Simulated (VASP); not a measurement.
# RbGe2Sb3 (P6_3/mmc) in VASP: single point with PBE

Aim: the single point of RbGe2Sb3 with PBE.

All numbers are computed with VASP 6.6.1; they aren't measurements. Logs are shortened: lines on timing, memory, paths and dates and some standing lists are left out, and cuts for length are marked.

### Step 1. The cell of the first run

Symmetry: P6_3/mmc, No. 194, hexagonal system. The conventional cell has a = 3.981 Å, b = 3.981 Å, c = 22.953 Å, α = 90.00°, β = 90.00°, γ = 120.00°. Within 4.6 Å of Rb (site symmetry -6m2) lie 6 Sb at 3.50 Å and 6 Rb at 3.98 Å. Within 3.6 Å of Ge (site symmetry 3m) lie 6 Sb at 2.72 to 2.83 Å. Sb (site symmetry -3m) has 6 Ge at 2.83 Å within 3.7 Å. Sb (site symmetry 3m) has 3 Ge at 2.72 Å and 3 Rb at 3.50 Å within 3.6 Å.

### Step 2. Single point, PBE

The input, INCAR:

```
SYSTEM = RbGe2Sb3
  ALGO = Normal
  EDIFF = 1E-7
  ENCUT = 520
  GGA = PE
  ISIF = 2
  ISMEAR = 0
  LASPH = .TRUE.
  LCHARG = .TRUE.
  LELF = .TRUE.
  LREAL = .FALSE.
  LVHAR = .TRUE.
  LWAVE = .FALSE.
  NBANDS = 64
  NELM = 100
  PREC = Accurate
  SIGMA = 0.1
```

The input, KPOINTS:

```
k-points
0
G
  6 6 1
  0 0 0
```

The input, POSCAR:

```
RbGe2Sb3
1.0
    3.9810576406      0.0000000000      0.0000000000
   -1.9905288203      3.4476970507      0.0000000000
    0.0000000000      0.0000000000     22.9526776022
Rb Ge Sb
2 4 6
Direct
    0.0000000000      0.0000000000      0.2500000000
    0.0000000000      0.0000000000      0.7500000000
    0.3333333333      0.6666666667      0.9280000000
    0.6666666667      0.3333333333      0.4280000000
    0.6666666667      0.3333333333      0.0720000000
    0.3333333333      0.6666666667      0.5720000000
    0.0000000000      0.0000000000      0.5000000000
    0.0000000000      0.0000000000      0.0000000000
    0.3333333333      0.6666666667      0.3650000000
    0.6666666667      0.3333333333      0.8650000000
    0.6666666667      0.3333333333      0.6350000000
    0.3333333333      0.6666666667      0.1350000000
```

Potentials or basis: VASP PAW PBE potentials, release 64 (Rb_sv, Ge_d, Sb).

Command:

```bash
> cat potpaw_PBE.64/Rb_sv/POTCAR potpaw_PBE.64/Ge_d/POTCAR potpaw_PBE.64/Sb/POTCAR > POTCAR
> mpirun -np 1 vasp_std > vasp.out
```

OUTCAR:

```text
SYSTEM = RbGe2Sb3
   EDIFF = 1E-7
   ENCUT = 520
   GGA = PE
   ISIF = 2
   ISMEAR = 0
   LASPH = .TRUE.
   LREAL = .FALSE.
   NELM = 100
   PREC = Accurate

 ion  position               nearest neighbor table
   1  0.000  0.000  0.250-   9 3.50  12 3.50   9 3.50  12 3.50   9 3.50  12 3.50
   2  0.000  0.000  0.750-  10 3.50  11 3.50  10 3.50  11 3.50  10 3.50  11 3.50
   3  0.333  0.667  0.928-  10 2.72  10 2.72  10 2.72   8 2.83   8 2.83   8 2.83
   4  0.667  0.333  0.428-   9 2.72   9 2.72   9 2.72   7 2.83   7 2.83   7 2.83
   5  0.667  0.333  0.072-  12 2.72  12 2.72  12 2.72   8 2.83   8 2.83   8 2.83
   6  0.333  0.667  0.572-  11 2.72  11 2.72  11 2.72   7 2.83   7 2.83   7 2.83
   7  0.000  0.000  0.500-   4 2.83   6 2.83   4 2.83   6 2.83   4 2.83   6 2.83
   8  0.000  0.000  0.000-   3 2.83   5 2.83   5 2.83   3 2.83   5 2.83   3 2.83
   9  0.333  0.667  0.365-   4 2.72   4 2.72   4 2.72   1 3.50   1 3.50   1 3.50
  10  0.667  0.333  0.865-   3 2.72   3 2.72   3 2.72   2 3.50   2 3.50   2 3.50
  11  0.667  0.333  0.635-   6 2.72   6 2.72   6 2.72   2 3.50   2 3.50   2 3.50
  12  0.333  0.667  0.135-   5 2.72   5 2.72   5 2.72   1 3.50   1 3.50   1 3.50

  LATTYP: Found a hexagonal cell.
 ALAT       =     3.9810576406
 C/A-ratio  =     5.7654723127

  Lattice vectors:

 A1 = (   3.9810576406,   0.0000000000,   0.0000000000)
 A2 = (  -1.9905288203,   3.4476970507,   0.0000000000)
 A3 = (   0.0000000000,   0.0000000000,  22.9526776022)

Analysis of symmetry for initial positions (statically):
=====================================================================
 Subroutine PRICEL returns:
 Original cell was already a primitive cell.

 Routine SETGRP: Setting up the symmetry group for a
 hexagonal supercell.

 Subroutine GETGRP returns: Found 24 space group operations
 (whereof 12 operations were pure point group operations)
 out of a pool of 24 trial point group operations.

The static configuration has the point symmetry D_3d.
 The point group associated with its full space group is D_6h.

Analysis of symmetry for dynamics (positions and initial velocities):
=====================================================================
 Subroutine PRICEL returns:
 Original cell was already a primitive cell.

 Routine SETGRP: Setting up the symmetry group for a
 hexagonal supercell.

 Subroutine GETGRP returns: Found 24 space group operations
 (whereof 12 operations were pure point group operations)
 out of a pool of 24 trial point group operations.

The dynamic configuration has the point symmetry D_3d.
 The point group associated with its full space group is D_6h.

 Subroutine INISYM returns: Found 24 space group operations
 (whereof 12 operations are pure point group operations),
 and found     1 'primitive' translations

----------------------------------------------------------------------------------------

                                     Primitive cell

  volume of cell :     315.0365

  direct lattice vectors                    reciprocal lattice vectors
     3.981057641  0.000000000  0.000000000     0.251189531  0.145024343  0.000000000
    -1.990528820  3.447697051  0.000000000     0.000000000  0.290048686  0.000000000
     0.000000000  0.000000000 22.952677602     0.000000000  0.000000000  0.043567902

  length of vectors
     3.981057641  3.981057641 22.952677602     0.290048686  0.290048686  0.043567902

  position of ions in fractional coordinates (direct lattice)
     0.000000000  0.000000000  0.250000000
     0.000000000  0.000000000  0.750000000
     0.333333333  0.666666667  0.928000000
     0.666666667  0.333333333  0.428000000
     0.666666667  0.333333333  0.072000000
     0.333333333  0.666666667  0.572000000
     0.000000000  0.000000000  0.500000000
     0.000000000  0.000000000  0.000000000
     0.333333333  0.666666667  0.365000000
     0.666666667  0.333333333  0.865000000
     0.666666667  0.333333333  0.635000000
     0.333333333  0.666666667  0.135000000

  ion indices of the primitive-cell ions
   primitive index   ion index
                 1           1
                 2           2
                 3           3
                 4           4
                 5           5
                 6           6
                 7           7
                 8           8
                 9           9
                10          10
                11          11
                12          12

----------------------------------------------------------------------------------------

 KPOINTS: k-points

Automatic generation of k-mesh.
 Grid dimensions read from file:
 generate k-points for:    6    6    1

 Generating k-lattice:

  Cartesian coordinates                     Fractional coordinates (reciprocal lattice)
     0.041864922  0.024170724  0.000000000     0.166666667  0.000000000  0.000000000
     0.000000000  0.048341448  0.000000000     0.000000000  0.166666667  0.000000000
     0.000000000  0.000000000  0.043567902     0.000000000  0.000000000  1.000000000

  Length of vectors
     0.048341448  0.048341448  0.043567902

  Shift w.r.t. Gamma in fractional coordinates (k-lattice)
     0.000000000  0.000000000  0.000000000

 Subroutine IBZKPT returns following result:
 ===========================================

 Found      7 irreducible k-points:

 Following reciprocal coordinates:
            Coordinates               Weight
  0.000000  0.000000  0.000000      1.000000
  0.166667  0.000000  0.000000      6.000000
  0.333333  0.000000  0.000000      6.000000
  0.500000 -0.000000  0.000000      3.000000
  0.166667  0.166667  0.000000      6.000000
  0.333333  0.166667  0.000000     12.000000
  0.333333  0.333333  0.000000      2.000000
   k-points           NKPTS =      7   k-points in BZ     NKDIM =      7   number of bands    NBANDS=     64
   number of dos      NEDOS =    301   number of ions     NIONS =     12
   total plane-waves  NPLWV = 162000
   dimension x,y,z NGX =    30 NGY =   30 NGZ =  180
   dimension x,y,z NGXF=    60 NGYF=   60 NGZF=  360
   ions per type =               2   4   6
   NGX,Y,Z   is equivalent  to a cutoff of  12.53, 12.53, 13.04 a.u.
   NGXF,Y,Z  is equivalent  to a cutoff of  25.06, 25.06, 26.07 a.u.
 SYSTEM =  RbGe2Sb3
   PREC   = accura    normal or accurate (medium, high low for compatibility)
   ISTART =      0    job   : 0-new  1-cont  2-samecut
   ICHARG =      2    charge: 1-file 2-atom 10-const
   ISPIN  =      1    spin polarized calculation?
   LNONCOLLINEAR =      F non collinear calculations
   LSORBIT =      F    spin-orbit coupling
   LASPH  =      T    aspherical Exc in radial PAW
   ENCUT  =  520.0 eV  38.22 Ry    6.18 a.u.   7.40  7.40 42.68*2*pi/ulx,y,z
   NELM   =    100;   NELMIN=  2; NELMDL= -5     # of ELM steps
   EDIFF  = 0.1E-06   stopping-criterion for ELM
   LREAL  =      F    real-space projection
   EDIFFG = 0.1E-05   stopping-criterion for IOM
   NSW    =      0    number of steps for IOM
   IBRION =     -1    ionic relax: 0-MD 1-quasi-New 2-CG
   NFREE  =      0    steps in history (QN), initial steepest desc. (CG)
   ISIF   =      2    stress and relaxation
   ISYM   =      2    0-nonsym 1-usesym 2-fastsym
   POTIM  = 0.5000    time-step for ionic-motion
   TEBEG  =    0.0;   TEEND  =   0.0 temperature during run
   PSTRESS=    0.0 pullay stress
   NELECT =     104.0000    total number of electrons
   NUPDOWN=      -1.0000    fix difference up-down
   EMIN   =  10.00;   EMAX   =-10.00  energy-range for DOS
   EFERMI =   0.00;   METHOD = LEGACY
   ISMEAR =     0;   SIGMA  =   0.10  broadening in eV -4-tet -1-fermi 0-gaus
   EFERMI_NEDOS =   21; number of points for ismear=-14 and -15
   IALGO  =     38    algorithm
   IMIX   =      4    mixing-type and parameters
     AMIX     =   0.40;   BMIX     =  1.00
     AMIX_MAG =   1.60;   BMIX_MAG =  1.00
  volume/ion in A,a.u.               =      26.25       177.16
  Fermi-wavevector in a.u.,A,eV,Ry     =   1.131442  2.138115 17.417648  1.280161
  Thomas-Fermi vector in A             =   2.268141
   LORBIT       =      0    0 simple, 1 ext, 2 COOP (PROOUT), +10 PAW based schemes
   GGA     = PE    functional components
   LHFCALC =     F    Hartree Fock is set to
   AEXX    =    0.0000 exact exchange contribution
   IVDW    =     0    specifies the selected vdW correction
   LEPSILON=     F    determine dielectric tensor
   LRPA    =     F    only Hartree local field effects (RPA)
 non-spin polarized calculation
 Gauss-broadening in eV      SIGMA  =   0.10
  energy-cutoff  :      520.00
  volume of cell :      315.04
 maximum number of plane-waves:      8551
 NGX is ok and might be reduce to    30
   NGX = 15   NGY = 15   NGZ = 85

 number of electron     104.0000059 magnetization

 Free energy of the ion-electron system (eV)
  ---------------------------------------------------
  ext. energy  EPLUGINS =         0.00000000
  ---------------------------------------------------
  free energy    TOTEN  =       -43.22187228 eV

  energy without entropy =      -43.18892057  energy(sigma->0) =      -43.20539642

 E-fermi :   6.4131     XC(G=0):  -9.7679

 val. band max:        6.3969203349   @ k =   0.5000  -0.0000   0.0000
 cond. band min:       6.4176911288   @ k =   0.5000  -0.0000   0.0000
 fundamental gap:      0.0207707939
 Fermi energy:         6.4131437595

 k-point     1 :       0.0000    0.0000    0.0000
  band No.  band energies     occupation
      1     -21.4388      2.00000
      2     -21.4388      2.00000
      3     -18.3659      2.00000
      4     -18.3659      2.00000
      5     -18.3659      2.00000
      6     -18.3659      2.00000
[... 56 lines left out ...]
     63       8.7227      0.00000
     64       8.8215      0.00000

 k-point     2 :       0.1667    0.0000    0.0000
  band No.  band energies     occupation
      1     -21.4234      2.00000
      2     -21.4234      2.00000
      3     -18.3680      2.00000
      4     -18.3680      2.00000
      5     -18.3655      2.00000
      6     -18.3655      2.00000
[... 391 lines left out ...]
     63      10.8976      0.00000
     64      10.9053      0.00000

------------------------ aborting loop because EDIFF is reached ----------------------------------------

  FORCE on cell =-STRESS in cart. coord.  units (eV):
  Direction    XX          YY          ZZ          XY          YZ          ZX
  --------------------------------------------------------------------------------------
  -------------------------------------------------------------------------------------
  Total       11.5937778     11.5937778     21.5507619      0.0000000      0.0000000     -0.0000000
  in kB       58.9623296     58.9623296    109.6004385      0.0000000      0.0000000     -0.0000000
  external PRESSURE =      75.8416992 kB  Pullay stress =       0.0000000 kB

 VOLUME and BASIS-vectors are now :
 -----------------------------------------------------------------------------
  energy-cutoff  :      520.00
  volume of cell :      315.04
      direct lattice vectors                 reciprocal lattice vectors
     3.981057641  0.000000000  0.000000000     0.251189531  0.145024343  0.000000000
    -1.990528820  3.447697051  0.000000000     0.000000000  0.290048686  0.000000000
     0.000000000  0.000000000 22.952677602     0.000000000  0.000000000  0.043567902

 POSITION                                       TOTAL-FORCE (eV/Angst)
 -----------------------------------------------------------------------------------
      0.00000      0.00000      5.73817        -0.000000      0.000000     -0.000000
      0.00000      0.00000     17.21451        -0.000000      0.000000     -0.000000
     -0.00000      2.29846     21.30008        -0.000000     -0.000000     -0.102462
      1.99053      1.14923      9.82375         0.000000     -0.000000     -0.102462
      1.99053      1.14923      1.65259         0.000000     -0.000000      0.102462
     -0.00000      2.29846     13.12893        -0.000000      0.000000      0.102462
      0.00000      0.00000     11.47634        -0.000000      0.000000     -0.000000
      0.00000      0.00000      0.00000        -0.000000      0.000000     -0.000000
     -0.00000      2.29846      8.37773         0.000000      0.000000     -0.429328
      1.99053      1.14923     19.85407         0.000000      0.000000     -0.429328
      1.99053      1.14923     14.57495        -0.000000      0.000000      0.429328
     -0.00000      2.29846      3.09861        -0.000000     -0.000000      0.429328
 -----------------------------------------------------------------------------------
    total drift:                               -0.000000      0.000000     -0.000000

  FREE ENERGIE OF THE ION-ELECTRON SYSTEM (eV)
  ---------------------------------------------------
  free  energy   TOTEN  =       -43.2218722781 eV

  energy  without entropy=      -43.1889205658  energy(sigma->0) =      -43.20539642
```

It took 2.9 min on 1 thread of Intel Xeon Platinum 8488C (Sapphire Rapids), shared host; peak memory 0.46 GiB.

What came out:

| Property | Result |
| --- | --- |
| Free energy | -43.2219 eV |
| Pressure | 7.6 GPa |
| Largest force | 0.429 eV/Å |
| Band gap on the k mesh | zero (band 52 reaches 6.76 eV, above the bottom of band 53 at 6.00 eV) |

Forces on the atoms (eV/Å):
```
Rb   0.000  0.000  0.000
Rb   0.000  0.000  0.000
Ge   0.000  0.000 -0.102
Ge   0.000  0.000 -0.102
Ge   0.000  0.000  0.102
Ge   0.000  0.000  0.102
Sb   0.000  0.000  0.000
Sb   0.000  0.000  0.000
Sb   0.000  0.000 -0.429
Sb   0.000  0.000 -0.429
Sb   0.000  0.000  0.429
Sb   0.000  0.000  0.429
```

Stress tensor (GPa, compression positive):
```
 5.90  0.00  0.00
 0.00  5.90  0.00
 0.00  0.00 10.96
```

Levels at points of the mesh, in eV from the Fermi level:
| k point | band 50 | band 51 | band 52 | band 53 | band 54 | band 55 |
| --- | --- | --- | --- | --- | --- | --- |
| (0.00, 0.00, 0.00) | 0.16 | 0.16 | 0.18 | 0.18 | 0.57 | 0.74 |
| (0.50, 0.00, 0.00) | -1.55 | -0.71 | -0.46 | -0.41 | -0.02 | 0.00 |

Caveat: spin-orbit coupling is left out, which moves the levels of the heavy elements.
